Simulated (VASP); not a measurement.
# MgO (Fm-3m) in VASP: single point with PBE

Aim: the single point of MgO with PBE.

All numbers are computed with VASP 6.6.1; they aren't measurements. Logs are shortened: lines on timing, memory, paths and dates and some standing lists are left out, and cuts for length are marked.

### Step 1. The cell of the first run

The structure is cubic, space group Fm-3m (No. 225). The conventional cell has a = 4.270 Å, b = 4.270 Å, c = 4.270 Å, α = 90.00°, β = 90.00°, γ = 90.00°. Within 2.8 Å of Mg (site symmetry m-3m) lie 6 O at 2.14 Å. O (site symmetry m-3m) has 6 Mg at 2.14 Å within 2.8 Å.

### Step 2. Single point, PBE

File INCAR:

```
PREC = Accurate
ENCUT = 600
EDIFF = 1E-6
ISMEAR = 0
SIGMA = 0.1
LREAL = False
LASPH = True
NELM = 120
ALGO = Normal
ISIF = 2
LWAVE = False
LCHARG = False
GGA = PE
NBANDS = 11
GGA_COMPAT = False
```

File KPOINTS:

```
Automatic mesh
0
Gamma
  8 8 8
```

File POSCAR:

```
MgO
1.0
    0.0000000000      2.1351500000      2.1351500000
    2.1351500000      0.0000000000      2.1351500000
    2.1351500000      2.1351500000      0.0000000000
Mg O
1 1
Direct
    0.0000000000      0.0000000000      0.0000000000
    0.5000000000      0.5000000000      0.5000000000
```

Potentials or basis: VASP PAW PBE potentials, release 64 (Mg, O).

The run is started by

```bash
$ cat potpaw_PBE.64/Mg/POTCAR potpaw_PBE.64/O/POTCAR > POTCAR
$ mpirun -np 1 vasp_std > vasp.out
```

OUTCAR:

```text
PREC = Accurate
   ENCUT = 600
   EDIFF = 1E-6
   ISMEAR = 0
   LREAL = False
   LASPH = True
   NELM = 120
   ISIF = 2
   GGA = PE

 ion  position               nearest neighbor table
   1  0.000  0.000  0.000-   2 2.14   2 2.14   2 2.14   2 2.14   2 2.14   2 2.14
   2  0.500  0.500  0.500-   1 2.14   1 2.14   1 2.14   1 2.14   1 2.14   1 2.14

  LATTYP: Found a face centered cubic cell.
 ALAT       =     4.2703000000

  Lattice vectors:

 A1 = (   0.0000000000,   2.1351500000,   2.1351500000)
 A2 = (   2.1351500000,   0.0000000000,   2.1351500000)
 A3 = (   2.1351500000,   2.1351500000,   0.0000000000)

Analysis of symmetry for initial positions (statically):
=====================================================================
 Subroutine PRICEL returns:
 Original cell was already a primitive cell.

 Routine SETGRP: Setting up the symmetry group for a
 face centered cubic supercell.

 Subroutine GETGRP returns: Found 48 space group operations
 (whereof 48 operations were pure point group operations)
 out of a pool of 48 trial point group operations.

The static configuration has the point symmetry O_h .

Analysis of symmetry for dynamics (positions and initial velocities):
=====================================================================
 Subroutine PRICEL returns:
 Original cell was already a primitive cell.

 Routine SETGRP: Setting up the symmetry group for a
 face centered cubic supercell.

 Subroutine GETGRP returns: Found 48 space group operations
 (whereof 48 operations were pure point group operations)
 out of a pool of 48 trial point group operations.

The dynamic configuration has the point symmetry O_h .

 Subroutine INISYM returns: Found 48 space group operations
 (whereof 48 operations are pure point group operations),
 and found     1 'primitive' translations

----------------------------------------------------------------------------------------

                                     Primitive cell

  volume of cell :      19.4677

  direct lattice vectors                    reciprocal lattice vectors
     0.000000000  2.135150000  2.135150000    -0.234175585  0.234175585  0.234175585
     2.135150000  0.000000000  2.135150000     0.234175585 -0.234175585  0.234175585
     2.135150000  2.135150000  0.000000000     0.234175585  0.234175585 -0.234175585

  length of vectors
     3.019558088  3.019558088  3.019558088     0.405604011  0.405604011  0.405604011

  position of ions in fractional coordinates (direct lattice)
     0.000000000  0.000000000  0.000000000
     0.500000000  0.500000000  0.500000000

  ion indices of the primitive-cell ions
   primitive index   ion index
                 1           1
                 2           2

----------------------------------------------------------------------------------------

 KPOINTS: Automatic mesh

Automatic generation of k-mesh.
 Grid dimensions read from file:
 generate k-points for:    8    8    8

 Generating k-lattice:

  Cartesian coordinates                     Fractional coordinates (reciprocal lattice)
    -0.029271948  0.029271948  0.029271948     0.125000000  0.000000000  0.000000000
     0.029271948 -0.029271948  0.029271948     0.000000000  0.125000000  0.000000000
     0.029271948  0.029271948 -0.029271948     0.000000000  0.000000000  0.125000000

  Length of vectors
     0.050700501  0.050700501  0.050700501

  Shift w.r.t. Gamma in fractional coordinates (k-lattice)
     0.000000000  0.000000000  0.000000000

 Subroutine IBZKPT returns following result:
 ===========================================

 Found     29 irreducible k-points:

 Following reciprocal coordinates:
            Coordinates               Weight
  0.000000  0.000000  0.000000      1.000000
  0.125000  0.000000  0.000000      8.000000
  0.250000  0.000000  0.000000      8.000000
  0.375000  0.000000  0.000000      8.000000
  0.500000  0.000000  0.000000      4.000000
  0.125000  0.125000  0.000000      6.000000
[... 16 lines left out ...]
  0.500000  0.250000  0.125000     48.000000
 -0.375000  0.250000  0.125000     24.000000
 [... further k-points ...]
   k-points           NKPTS =     29   k-points in BZ     NKDIM =     29   number of bands    NBANDS=     11
   number of dos      NEDOS =    301   number of ions     NIONS =      2
   total plane-waves  NPLWV =  13824
   dimension x,y,z NGX =    24 NGY =   24 NGZ =   24
   dimension x,y,z NGXF=    48 NGYF=   48 NGZF=   48
   ions per type =               1   1
   NGX,Y,Z   is equivalent  to a cutoff of  13.21, 13.21, 13.21 a.u.
   NGXF,Y,Z  is equivalent  to a cutoff of  26.43, 26.43, 26.43 a.u.
 SYSTEM =  unknown system
   PREC   = accura    normal or accurate (medium, high low for compatibility)
   ISTART =      0    job   : 0-new  1-cont  2-samecut
   ICHARG =      2    charge: 1-file 2-atom 10-const
   ISPIN  =      1    spin polarized calculation?
   LNONCOLLINEAR =      F non collinear calculations
   LSORBIT =      F    spin-orbit coupling
   LASPH  =      T    aspherical Exc in radial PAW
   ENCUT  =  600.0 eV  44.10 Ry    6.64 a.u.   6.03  6.03  6.03*2*pi/ulx,y,z
   NELM   =    120;   NELMIN=  2; NELMDL= -5     # of ELM steps
   EDIFF  = 0.1E-05   stopping-criterion for ELM
   LREAL  =      F    real-space projection
   EDIFFG = 0.1E-04   stopping-criterion for IOM
   NSW    =      0    number of steps for IOM
   IBRION =     -1    ionic relax: 0-MD 1-quasi-New 2-CG
   NFREE  =      0    steps in history (QN), initial steepest desc. (CG)
   ISIF   =      2    stress and relaxation
   ISYM   =      2    0-nonsym 1-usesym 2-fastsym
   POTIM  = 0.5000    time-step for ionic-motion
   TEBEG  =    0.0;   TEEND  =   0.0 temperature during run
   PSTRESS=    0.0 pullay stress
   NELECT =       8.0000    total number of electrons
   NUPDOWN=      -1.0000    fix difference up-down
   EMIN   =  10.00;   EMAX   =-10.00  energy-range for DOS
   EFERMI =   0.00;   METHOD = LEGACY
   ISMEAR =     0;   SIGMA  =   0.10  broadening in eV -4-tet -1-fermi 0-gaus
   EFERMI_NEDOS =   21; number of points for ismear=-14 and -15
   IALGO  =     38    algorithm
   IMIX   =      4    mixing-type and parameters
     AMIX     =   0.40;   BMIX     =  1.00
     AMIX_MAG =   1.60;   BMIX_MAG =  1.00
  volume/ion in A,a.u.               =       9.73        65.69
  Fermi-wavevector in a.u.,A,eV,Ry     =   1.217119  2.300022 20.155386  1.481379
  Thomas-Fermi vector in A             =   2.352450
   LORBIT       =      0    0 simple, 1 ext, 2 COOP (PROOUT), +10 PAW based schemes
   GGA     = PE    functional components
   LHFCALC =     F    Hartree Fock is set to
   AEXX    =    0.0000 exact exchange contribution
   IVDW    =     0    specifies the selected vdW correction
   LEPSILON=     F    determine dielectric tensor
   LRPA    =     F    only Hartree local field effects (RPA)
 non-spin polarized calculation
 Gauss-broadening in eV      SIGMA  =   0.10
  energy-cutoff  :      600.00
  volume of cell :       19.47
 maximum number of plane-waves:       660
   NGX = 13   NGY = 13   NGZ = 13

 number of electron       8.0000002 magnetization

 Free energy of the ion-electron system (eV)
  ---------------------------------------------------
  ext. energy  EPLUGINS =         0.00000000
  ---------------------------------------------------
  free energy    TOTEN  =       -11.91281292 eV

  energy without entropy =      -11.91281292  energy(sigma->0) =      -11.91281292

 E-fermi :   3.3885     XC(G=0): -10.8851

 val. band max:        2.8828841932   @ k =   0.0000   0.0000   0.0000
 cond. band min:       7.2194118401   @ k =   0.0000   0.0000   0.0000
 fundamental gap:      4.3365276469
 Fermi energy:         3.3884922254

 k-point     1 :       0.0000    0.0000    0.0000
  band No.  band energies     occupation
      1     -14.1740      2.00000
      2       2.8829      2.00000
      3       2.8829      2.00000
      4       2.8829      2.00000
      5       7.2194      0.00000
      6      18.4504      0.00000
      7      18.4504      0.00000
      8      18.4504      0.00000
      9      22.2580      0.00000
     10      23.9873      0.00000
     11      23.9873      0.00000

 k-point     2 :       0.1250    0.0000    0.0000
  band No.  band energies     occupation
      1     -14.0224      2.00000
      2       1.9430      2.00000
      3       2.7871      2.00000
      4       2.7871      2.00000
      5       8.1387      0.00000
      6      16.7833      0.00000
      7      18.7841      0.00000
      8      18.7841      0.00000
      9      22.9500      0.00000
     10      22.9500      0.00000
     11      24.2730      0.00000

 k-point     3 :       0.2500    0.0000    0.0000
  band No.  band energies     occupation
      1     -13.6300      2.00000
      2       0.3009      2.00000
      3       2.5659      2.00000
      4       2.5659      2.00000
      5       9.6006      0.00000
      6      15.1952      0.00000
      7      19.1949      0.00000
      8      19.1949      0.00000
      9      22.5679      0.00000
     10      22.5679      0.00000
     11      24.2021      0.00000

 k-point     4 :       0.3750    0.0000    0.0000
  band No.  band energies     occupation
      1     -13.1909      2.00000
      2      -1.0375      2.00000
      3       2.3575      2.00000
      4       2.3575      2.00000
      5      10.3874      0.00000
      6      14.8666      0.00000
      7      18.9562      0.00000
      8      18.9562      0.00000
      9      23.4483      0.00000
     10      23.8588      0.00000
     11      23.8588      0.00000
[... 239 lines left out ...]
 k-point    22 :       0.3750    0.2500    0.1250
  band No.  band energies     occupation
      1     -13.3491      2.00000
      2      -0.0370      2.00000
      3       1.7864      2.00000
      4       2.3044      2.00000
      5      10.9694      0.00000
      6      14.1975      0.00000
      7      17.5049      0.00000
      8      19.9494      0.00000
      9      20.6112      0.00000
     10      24.8387      0.00000
     11      28.0100      0.00000

 k-point    23 :       0.5000    0.2500    0.1250
  band No.  band energies     occupation
      1     -13.0035      2.00000
      2      -0.6860      2.00000
      3       1.2373      2.00000
      4       2.0647      2.00000
      5      12.0290      0.00000
      6      14.2488      0.00000
      7      16.3541      0.00000
      8      19.5283      0.00000
      9      22.1182      0.00000
     10      24.7575      0.00000
     11      28.2330      0.00000

 k-point    24 :      -0.3750    0.2500    0.1250
  band No.  band energies     occupation
      1     -12.8507      2.00000
      2      -0.9591      2.00000
      3       1.0387      2.00000
      4       1.9503      2.00000
      5      12.2655      0.00000
      6      14.6796      0.00000
      7      15.9470      0.00000
      8      19.2818      0.00000
      9      22.9276      0.00000
     10      24.4116      0.00000
     11      28.3885      0.00000

 [... further k-points ...]

------------------------ aborting loop because EDIFF is reached ----------------------------------------

  FORCE on cell =-STRESS in cart. coord.  units (eV):
  Direction    XX          YY          ZZ          XY          YZ          ZX
  --------------------------------------------------------------------------------------
  -------------------------------------------------------------------------------------
  Total       -0.3297615     -0.3297615     -0.3297615      0.0000000      0.0000000     -0.0000000
  in kB      -27.1390927    -27.1390927    -27.1390927      0.0000000      0.0000000     -0.0000000
  external PRESSURE =     -27.1390927 kB  Pullay stress =       0.0000000 kB

 VOLUME and BASIS-vectors are now :
 -----------------------------------------------------------------------------
  energy-cutoff  :      600.00
  volume of cell :       19.47
      direct lattice vectors                 reciprocal lattice vectors
     0.000000000  2.135150000  2.135150000    -0.234175585  0.234175585  0.234175585
     2.135150000  0.000000000  2.135150000     0.234175585 -0.234175585  0.234175585
     2.135150000  2.135150000  0.000000000     0.234175585  0.234175585 -0.234175585

 POSITION                                       TOTAL-FORCE (eV/Angst)
 -----------------------------------------------------------------------------------
      0.00000      0.00000      0.00000        -0.000000     -0.000000     -0.000000
      2.13515      2.13515      2.13515         0.000000      0.000000      0.000000
 -----------------------------------------------------------------------------------
    total drift:                               -0.000000     -0.000000      0.000000

  FREE ENERGIE OF THE ION-ELECTRON SYSTEM (eV)
  ---------------------------------------------------
  free  energy   TOTEN  =       -11.9128129205 eV

  energy  without entropy=      -11.9128129205  energy(sigma->0) =      -11.91281292
```

Run time: 7.8 s. Hardware: 1 thread of Intel Xeon 8259CL, shared host; peak memory 0.14 GiB.

What came out:

```yaml
Free_energy: -11.9128 eV
Pressure: -2.7 GPa
Band_gap_on_the_k_mesh: 4.34 eV
```

Levels at points of the mesh, in eV from the valence-band top:
```csv
k point,band 2,band 3,band 4,band 5,band 6,band 7
"(0.00, 0.00, 0.00)",0.00,0.00,0.00,4.34,15.57,15.57
"(0.50, 0.00, 0.00)",-4.44,-0.61,-0.61,7.64,12.14,15.89
"(0.50, 0.50, 0.00)",-3.92,-1.29,-1.29,9.07,9.53,12.67
```
